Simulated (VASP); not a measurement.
# Zn (R-3m) in VASP: further runs

Runs on Zn. Level: PBEsol. Tasks: single point.

All numbers are computed with VASP 6.6.1; they aren't measurements. Logs are shortened: lines on timing, memory, paths and dates and some standing lists are left out, and cuts for length are marked.

### Step 1. The cell of the first run

It takes space group R-3m (No. 166, trigonal). Conventional cell: a = 4.582 Å, b = 4.582 Å, c = 2.301 Å, α = 90.00°, β = 90.00°, γ = 120.00°. Zn (site symmetry -3m) has 14 Zn at 2.30 to 3.06 Å within 3.1 Å.

### Step 2. Single point, PBEsol (13.95 Å³/atom)

INCAR reads:

```
ALGO = Fast ; EDIFF = 1E-6
ENCUT = 520 ; GGA = PS
ISIF = 2 ; ISMEAR = 0
LASPH = T ; LCHARG = F
LREAL = F ; LWAVE = F
NBANDS = 12 ; NELM = 80
PREC = Accurate ; SIGMA = 0.15
```

KPOINTS reads:

```
k-points
0
Gamma
  22 22 22
```

POSCAR reads:

```
Zn
1.0
   -1.7171167600      1.5228280685      1.5228280685
    1.5228280685     -1.7171167600      1.5228280685
    1.5228280685      1.5228280685     -1.7171167600
Zn
1
Direct
    0.0000000000      0.0000000000      0.0000000000
```

Potentials or basis: VASP PAW PBE potentials, release 64 (Zn).

The run is started by

```sh
$ cat potpaw_PBE.64/Zn/POTCAR > POTCAR
$ mpirun -np 1 vasp_std > vasp.out
```

OUTCAR:

```text
EDIFF = 1E-6
   ENCUT = 520
   GGA = PS
   ISIF = 2
   ISMEAR = 0
   LASPH = T
   LREAL = F
   NELM = 80
   PREC = Accurate

 ion  position               nearest neighbor table
   1  0.000  0.000  0.000-

  LATTYP: Found a trigonal (rhomboedric) cell.
 ALAT       =     2.7543602923
 COS(alpha) =    -0.3836738462

  Lattice vectors:

 A1 = (  -1.7171167600,   1.5228280685,   1.5228280685)
 A2 = (   1.5228280685,  -1.7171167600,   1.5228280685)
 A3 = (   1.5228280685,   1.5228280685,  -1.7171167600)

Analysis of symmetry for initial positions (statically):
=====================================================================
 Subroutine PRICEL returns:
 Original cell was already a primitive cell.

 Routine SETGRP: Setting up the symmetry group for a
 trigonal (rhombohedral) supercell.

 Subroutine GETGRP returns: Found 12 space group operations
 (whereof 12 operations were pure point group operations)
 out of a pool of 12 trial point group operations.

The static configuration has the point symmetry D_3d.

Analysis of symmetry for dynamics (positions and initial velocities):
=====================================================================
 Subroutine PRICEL returns:
 Original cell was already a primitive cell.

 Routine SETGRP: Setting up the symmetry group for a
 trigonal (rhombohedral) supercell.

 Subroutine GETGRP returns: Found 12 space group operations
 (whereof 12 operations were pure point group operations)
 out of a pool of 12 trial point group operations.

The dynamic configuration has the point symmetry D_3d.

 Subroutine INISYM returns: Found 12 space group operations
 (whereof 12 operations are pure point group operations),
 and found     1 'primitive' translations

----------------------------------------------------------------------------------------

                                     Primitive cell

  volume of cell :      13.9460

  direct lattice vectors                    reciprocal lattice vectors
    -1.717116760  1.522828068  1.522828068     0.045137290  0.353784521  0.353784521
     1.522828068 -1.717116760  1.522828068     0.353784521  0.045137290  0.353784521
     1.522828068  1.522828068 -1.717116760     0.353784521  0.353784521  0.045137290

  length of vectors
     2.754360292  2.754360292  2.754360292     0.502358785  0.502358785  0.502358785

  position of ions in fractional coordinates (direct lattice)
     0.000000000  0.000000000  0.000000000

  ion indices of the primitive-cell ions
   primitive index   ion index
                 1           1

----------------------------------------------------------------------------------------

 KPOINTS: k-points

Automatic generation of k-mesh.
 Grid dimensions read from file:
 generate k-points for:   22   22   22

 Generating k-lattice:

  Cartesian coordinates                     Fractional coordinates (reciprocal lattice)
     0.002051695  0.016081115  0.016081115     0.045454545 -0.000000000 -0.000000000
     0.016081115  0.002051695  0.016081115    -0.000000000  0.045454545 -0.000000000
     0.016081115  0.016081115  0.002051695    -0.000000000 -0.000000000  0.045454545

  Length of vectors
     0.022834490  0.022834490  0.022834490

  Shift w.r.t. Gamma in fractional coordinates (k-lattice)
     0.000000000  0.000000000  0.000000000

 Subroutine IBZKPT returns following result:
 ===========================================

 Found   1024 irreducible k-points:

 Following reciprocal coordinates:
            Coordinates               Weight
  0.000000  0.000000  0.000000      1.000000
  0.045455 -0.000000 -0.000000      6.000000
  0.090909 -0.000000 -0.000000      6.000000
  0.136364  0.000000  0.000000      6.000000
  0.181818 -0.000000 -0.000000      6.000000
  0.227273  0.000000  0.000000      6.000000
[... 16 lines left out ...]
  0.500000  0.045455 -0.000000     12.000000
 -0.454545  0.045455  0.000000     12.000000
 [... further k-points ...]
   k-points           NKPTS =   1024   k-points in BZ     NKDIM =   1024   number of bands    NBANDS=     12
   number of dos      NEDOS =    301   number of ions     NIONS =      1
   total plane-waves  NPLWV =   8000
   dimension x,y,z NGX =    20 NGY =   20 NGZ =   20
   dimension x,y,z NGXF=    40 NGYF=   40 NGZF=   40
   ions per type =               1
   NGX,Y,Z   is equivalent  to a cutoff of  12.07, 12.07, 12.07 a.u.
   NGXF,Y,Z  is equivalent  to a cutoff of  24.14, 24.14, 24.14 a.u.
 SYSTEM =  unknown system
   PREC   = accura    normal or accurate (medium, high low for compatibility)
   ISTART =      0    job   : 0-new  1-cont  2-samecut
   ICHARG =      2    charge: 1-file 2-atom 10-const
   ISPIN  =      1    spin polarized calculation?
   LNONCOLLINEAR =      F non collinear calculations
   LSORBIT =      F    spin-orbit coupling
   LASPH  =      T    aspherical Exc in radial PAW
   ENCUT  =  520.0 eV  38.22 Ry    6.18 a.u.   5.12  5.12  5.12*2*pi/ulx,y,z
   NELM   =     80;   NELMIN=  2; NELMDL= -5     # of ELM steps
   EDIFF  = 0.1E-05   stopping-criterion for ELM
   LREAL  =      F    real-space projection
   EDIFFG = 0.1E-04   stopping-criterion for IOM
   NSW    =      0    number of steps for IOM
   IBRION =     -1    ionic relax: 0-MD 1-quasi-New 2-CG
   NFREE  =      0    steps in history (QN), initial steepest desc. (CG)
   ISIF   =      2    stress and relaxation
   ISYM   =      2    0-nonsym 1-usesym 2-fastsym
   POTIM  = 0.5000    time-step for ionic-motion
   TEBEG  =    0.0;   TEEND  =   0.0 temperature during run
   PSTRESS=    0.0 pullay stress
   NELECT =      12.0000    total number of electrons
   NUPDOWN=      -1.0000    fix difference up-down
   EMIN   =  10.00;   EMAX   =-10.00  energy-range for DOS
   EFERMI =   0.00;   METHOD = LEGACY
   ISMEAR =     0;   SIGMA  =   0.15  broadening in eV -4-tet -1-fermi 0-gaus
   EFERMI_NEDOS =   21; number of points for ismear=-14 and -15
   IALGO  =     68    algorithm
   IMIX   =      4    mixing-type and parameters
     AMIX     =   0.40;   BMIX     =  1.00
     AMIX_MAG =   1.60;   BMIX_MAG =  1.00
  volume/ion in A,a.u.               =      13.95        94.11
  Fermi-wavevector in a.u.,A,eV,Ry     =   1.557108  2.942507 32.988479  2.424585
  Thomas-Fermi vector in A             =   2.660806
   LORBIT       =      0    0 simple, 1 ext, 2 COOP (PROOUT), +10 PAW based schemes
   GGA     = PS    functional components
   LHFCALC =     F    Hartree Fock is set to
   AEXX    =    0.0000 exact exchange contribution
   IVDW    =     0    specifies the selected vdW correction
   LEPSILON=     F    determine dielectric tensor
   LRPA    =     F    only Hartree local field effects (RPA)
 non-spin polarized calculation
 RMM-DIIS sequential band-by-band and
 Gauss-broadening in eV      SIGMA  =   0.15
  energy-cutoff  :      520.00
  volume of cell :       13.95
 maximum number of plane-waves:       391
   NGX = 11   NGY = 11   NGZ = 11

 number of electron      11.9999998 magnetization

 Free energy of the ion-electron system (eV)
  ---------------------------------------------------
  ext. energy  EPLUGINS =         0.00000000
  ---------------------------------------------------
  free energy    TOTEN  =        -1.37794206 eV

  energy without entropy =       -1.37482321  energy(sigma->0) =       -1.37638264

 E-fermi :   3.4557     XC(G=0): -12.1474

 val. band max:        3.4543070186   @ k =   0.4091   0.3182   0.1364
 cond. band min:       3.4586532641   @ k =   0.2273   0.1818   0.1818
 fundamental gap:      0.0043462455
 Fermi energy:         3.4557056501

 k-point     1 :       0.0000    0.0000    0.0000
  band No.  band energies     occupation
      1      -7.5639      2.00000
      2      -5.0476      2.00000
      3      -4.2968      2.00000
      4      -4.2968      2.00000
      5      -3.6475      2.00000
      6      -3.6475      2.00000
      7      19.9592      0.00000
      8      19.9592      0.00000
      9      22.1611      0.00000
     10      23.7598      0.00000
     11      23.7598      0.00000
     12      25.9130      0.00000

 k-point     2 :       0.0455   -0.0000   -0.0000
  band No.  band energies     occupation
      1      -7.4794      2.00000
      2      -5.0213      2.00000
      3      -4.2995      2.00000
      4      -4.2866      2.00000
      5      -3.6687      2.00000
      6      -3.6611      2.00000
      7      19.7350      0.00000
      8      19.8729      0.00000
      9      21.8628      0.00000
     10      23.9671      0.00000
     11      24.3886      0.00000
     12      25.7214      0.00000

 k-point     3 :       0.0909   -0.0000   -0.0000
  band No.  band energies     occupation
      1      -7.2275      2.00000
      2      -4.9447      2.00000
      3      -4.3086      2.00000
      4      -4.2564      2.00000
      5      -3.7285      2.00000
      6      -3.6991      2.00000
      7      19.1984      0.00000
      8      19.5349      0.00000
      9      21.6824      0.00000
     10      24.1867      0.00000
     11      24.7650      0.00000
     12      25.6352      0.00000

 k-point     4 :       0.1364    0.0000    0.0000
  band No.  band energies     occupation
      1      -6.8157      2.00000
      2      -4.8239      2.00000
      3      -4.3262      2.00000
      4      -4.2060      2.00000
      5      -3.8150      2.00000
      6      -3.7546      2.00000
      7      18.5407      0.00000
      8      18.9853      0.00000
      9      21.9312      0.00000
     10      21.9740      0.00000
     11      24.5347      0.00000
     12      25.9652      0.00000

 k-point     5 :       0.1818   -0.0000   -0.0000
  band No.  band energies     occupation
      1      -6.2648      2.00000
      2      -4.6659      2.00000
      3      -4.3564      2.00000
      4      -4.1334      2.00000
      5      -3.9058      2.00000
      6      -3.8166      2.00000
      7      17.8534      0.00000
      8      18.4026      0.00000
      9      19.2884      0.00000
     10      22.4795      0.00000
     11      23.9198      0.00000
     12      24.5253      0.00000
[... 228 lines left out ...]
      1      -5.1605      2.00000
      2      -4.6985      2.00000
      3      -3.9643      2.00000
      4      -3.8927      2.00000
      5      -3.3876      2.00000
      6       0.3887      2.00000
      7       6.2203      0.00000
      8      14.8284      0.00000
      9      16.5588      0.00000
     10      19.7084      0.00000
     11      21.1681      0.00000
     12      28.3896      0.00000

 k-point    22 :       0.4545    0.0455    0.0000
  band No.  band energies     occupation
      1      -5.1921      2.00000
      2      -4.7172      2.00000
      3      -3.9623      2.00000
      4      -3.8797      2.00000
      5      -3.3253      2.00000
      6       1.4977      2.00000
      7       4.8475      0.00000
      8      14.4539      0.00000
      9      16.2031      0.00000
     10      19.8038      0.00000
     11      21.2972      0.00000
     12      29.5067      0.00000

 k-point    23 :       0.5000    0.0455   -0.0000
  band No.  band energies     occupation
      1      -5.1905      2.00000
      2      -4.7093      2.00000
      3      -3.9630      2.00000
      4      -3.8813      2.00000
      5      -3.3334      2.00000
      6       1.2723      2.00000
      7       5.1109      0.00000
      8      14.2501      0.00000
      9      15.9690      0.00000
     10      20.0673      0.00000
     11      21.5323      0.00000
     12      29.2845      0.00000

 k-point    24 :      -0.4545    0.0455    0.0000
  band No.  band energies     occupation
      1      -5.1573      2.00000
      2      -4.6767      2.00000
      3      -3.9650      2.00000
      4      -3.8968      2.00000
      5      -3.4113      2.00000
      6       0.0293      2.00000
      7       6.6956      0.00000
      8      14.2123      0.00000
      9      15.8653      0.00000
     10      20.4888      0.00000
     11      21.8763      0.00000
     12      28.0744      0.00000

 [... further k-points ...]

------------------------ aborting loop because EDIFF is reached ----------------------------------------

  FORCE on cell =-STRESS in cart. coord.  units (eV):
  Direction    XX          YY          ZZ          XY          YZ          ZX
  --------------------------------------------------------------------------------------
  -------------------------------------------------------------------------------------
  Total        0.8413924      0.8413924      0.8413924      0.9055529      0.9055529      0.9055529
  in kB       96.6628288     96.6628288     96.6628288    104.0338714    104.0338714    104.0338714
  external PRESSURE =      96.6628288 kB  Pullay stress =       0.0000000 kB

 VOLUME and BASIS-vectors are now :
 -----------------------------------------------------------------------------
  energy-cutoff  :      520.00
  volume of cell :       13.95
      direct lattice vectors                 reciprocal lattice vectors
    -1.717116760  1.522828068  1.522828068     0.045137290  0.353784521  0.353784521
     1.522828068 -1.717116760  1.522828068     0.353784521  0.045137290  0.353784521
     1.522828068  1.522828068 -1.717116760     0.353784521  0.353784521  0.045137290

 POSITION                                       TOTAL-FORCE (eV/Angst)
 -----------------------------------------------------------------------------------
      0.00000      0.00000      0.00000         0.000000      0.000000     -0.000000
 -----------------------------------------------------------------------------------
    total drift:                                0.000000     -0.000000      0.000000

  FREE ENERGIE OF THE ION-ELECTRON SYSTEM (eV)
  ---------------------------------------------------
  free  energy   TOTEN  =        -1.3779420584 eV

  energy  without entropy=       -1.3748232138  energy(sigma->0) =       -1.37638264
```

Run time: 3 min. Hardware: 1 thread of Intel Xeon 8259CL, shared host; peak memory 0.27 GiB.

Results:

```yaml
Free_energy: -1.3779 eV
Pressure: 9.7 GPa
Band_gap_on_the_k_mesh: zero (bands 6 and 7 overlap by 5.68 eV)
```

Stress tensor (GPa, compression positive):
```
 9.67 10.40 10.40
10.40  9.67 10.40
10.40 10.40  9.67
```

Caveat: the cell stands under pressure; the PAW data sets were made with another functional, which shifts forces and pressure a little.

### Step 3. Single point, PBEsol (14.33 Å³/atom)

This run uses another cell than the first one, of 14.33 Å³/atom.

INCAR reads:

```
SYSTEM = Zn
  PREC = Accurate
  ENCUT = 520
  EDIFF = 1E-6
  ISMEAR = 0
  SIGMA = 0.15
  LREAL = .FALSE.
  LASPH = .TRUE.
  NELM = 100
  ALGO = Fast
  ISIF = 2
  LWAVE = .FALSE.
  LCHARG = .FALSE.
  GGA = PS
  NBANDS = 12
```

KPOINTS reads:

```
regular mesh
0
G
  22 22 22
  0 0 0
```

POSCAR reads:

```
Zn
1.0
   -1.9370698919      1.5557683805      1.5557683805
    1.5557683805     -1.9370698919      1.5557683805
    1.5557683805      1.5557683805     -1.9370698919
Zn
1
Direct
    0.0000000000      0.0000000000      0.0000000000
```

Potentials or basis: VASP PAW PBE potentials, release 64 (Zn).

The run is started by

```sh
$ cat potpaw_PBE.64/Zn/POTCAR > POTCAR
$ mpirun -np 1 vasp_std > vasp.out
```

OUTCAR:

```text
SYSTEM = Zn
   PREC = Accurate
   ENCUT = 520
   EDIFF = 1E-6
   ISMEAR = 0
   LREAL = .FALSE.
   LASPH = .TRUE.
   NELM = 100
   ISIF = 2
   GGA = PS

 ion  position               nearest neighbor table
   1  0.000  0.000  0.000-

  LATTYP: Found a trigonal (rhomboedric) cell.
 ALAT       =     2.9313939131
 COS(alpha) =    -0.4197392560

  Lattice vectors:

 A1 = (  -1.9370698919,   1.5557683805,   1.5557683805)
 A2 = (   1.5557683805,  -1.9370698919,   1.5557683805)
 A3 = (   1.5557683805,   1.5557683805,  -1.9370698919)
[... 541 lines left out ...]

 [... further k-points ...]

------------------------ aborting loop because EDIFF is reached ----------------------------------------

  FORCE on cell =-STRESS in cart. coord.  units (eV):
  Direction    XX          YY          ZZ          XY          YZ          ZX
  --------------------------------------------------------------------------------------
  -------------------------------------------------------------------------------------
  Total        2.9835138      2.9835138      2.9835138      3.3886427      3.3886427      3.3886427
  in kB      333.6114216    333.6114216    333.6114216    378.9122396    378.9122396    378.9122396
  external PRESSURE =     333.6114216 kB  Pullay stress =       0.0000000 kB

 VOLUME and BASIS-vectors are now :
 -----------------------------------------------------------------------------
  energy-cutoff  :      520.00
  volume of cell :       14.33
      direct lattice vectors                 reciprocal lattice vectors
    -1.937069892  1.555768380  1.555768380     0.092949975  0.379250091  0.379250091
     1.555768380 -1.937069892  1.555768380     0.379250091  0.092949975  0.379250091
     1.555768380  1.555768380 -1.937069892     0.379250091  0.379250091  0.092949975

 POSITION                                       TOTAL-FORCE (eV/Angst)
 -----------------------------------------------------------------------------------
      0.00000      0.00000      0.00000         0.000000      0.000000      0.000000
 -----------------------------------------------------------------------------------
    total drift:                                0.000000      0.000000      0.000000

  FREE ENERGIE OF THE ION-ELECTRON SYSTEM (eV)
  ---------------------------------------------------
  free  energy   TOTEN  =        -0.6219460686 eV

  energy  without entropy=       -0.6182372774  energy(sigma->0) =       -0.62009167
```

Wall time 2.8 min (1 thread of Intel Xeon 8259CL, shared host); peak memory 0.28 GiB.

What came out:

```
Free energy            : -0.6219 eV
Pressure               : 33.4 GPa
Band gap on the k mesh : zero (bands 6 and 7 overlap by 6.72 eV)
```

Stress tensor (GPa, compression positive):
```
33.36 37.89 37.89
37.89 33.36 37.89
37.89 37.89 33.36
```

Levels at points of the mesh, in eV from the Fermi level:
| k point | band 3 | band 4 | band 5 | band 6 | band 7 | band 8 | band 9 | band 10 |
| --- | --- | --- | --- | --- | --- | --- | --- | --- |
| (0.00, 0.00, 0.00) | -7.78 | -7.78 | -6.67 | -6.67 | 12.30 | 12.30 | 16.12 | 17.12 |
| (0.50, 0.00, 0.00) | -7.36 | -7.19 | -6.49 | -0.28 | 3.75 | 11.30 | 13.56 | 16.05 |
| (0.50, 0.50, 0.00) | -7.22 | -6.66 | -6.62 | -3.75 | -3.09 | 7.16 | 11.82 | 27.68 |
| (0.50, 0.50, 0.50) | -7.14 | -7.14 | -6.20 | 3.64 | 7.17 | 7.17 | 10.49 | 10.49 |

Caveat: the cell stands under pressure; the PAW data sets were made with another functional, which shifts forces and pressure a little.

### Step 4. Single point, PBEsol (14.33 Å³/atom)

This run uses another cell than the first one, of 14.33 Å³/atom.

INCAR reads:

```
  PREC = Accurate
  ENCUT = 520
  EDIFF = 1E-6
  ISMEAR = 0
  SIGMA = 0.15
  LREAL = False
  LASPH = True
  NELM = 60
  ALGO = Fast
  ISIF = 2
  LWAVE = False
  LCHARG = True
  GGA = PS
  LELF = True
  LVHAR = True
  NBANDS = 12
```

KPOINTS reads:

```
regular mesh
0
Gamma
  22 22 22
```

POSCAR reads:

```
Zn
1.0
   -1.1229148419      1.5581392971      1.5581392971
    1.5581392971     -1.1229148419      1.5581392971
    1.5581392971      1.5581392971     -1.1229148419
Zn
1
Direct
    0.0000000000      0.0000000000      0.0000000000
```

The run is started by

```sh
$ cat potpaw_PBE.64/Zn/POTCAR > POTCAR
$ mpirun -np 1 vasp_std > vasp.out
```

Wall time 2.6 min (1 thread of Intel Xeon 8259CL, shared host); peak memory 0.27 GiB.

It converged, with:

| Property | Result |
| --- | --- |
| Free energy | -1.3267 eV |
| Pressure | 10.2 GPa |
| Band gap on the k mesh | zero (bands 6 and 7 overlap by 7.11 eV) |

Stress tensor (GPa, compression positive):
```
10.16 -4.36 -4.36
-4.36 10.16 -4.36
-4.36 -4.36 10.16
```

Levels at points of the mesh, in eV from the Fermi level:
| k point | band 3 | band 4 | band 5 | band 6 | band 7 | band 8 | band 9 | band 10 |
| --- | --- | --- | --- | --- | --- | --- | --- | --- |
| (0.00, 0.00, 0.00) | -8.39 | -7.06 | -6.95 | -6.95 | 15.09 | 15.57 | 15.57 | 18.43 |
| (0.50, 0.00, 0.00) | -7.21 | -7.18 | -6.93 | -3.62 | -2.32 | 16.34 | 16.61 | 19.37 |
| (0.50, 0.50, 0.00) | -7.30 | -7.15 | -6.55 | -0.73 | 2.52 | 4.62 | 9.23 | 20.34 |
| (0.50, 0.50, 0.50) | -7.70 | -6.55 | -6.55 | 4.78 | 4.78 | 7.22 | 10.16 | 10.16 |

Caveat: the cell stands under pressure; the PAW data sets were made with another functional, which shifts forces and pressure a little.

[end of part 1 of 2]

The gap in the log of VASP goes by the Fermi energy; the results here count the filled bands.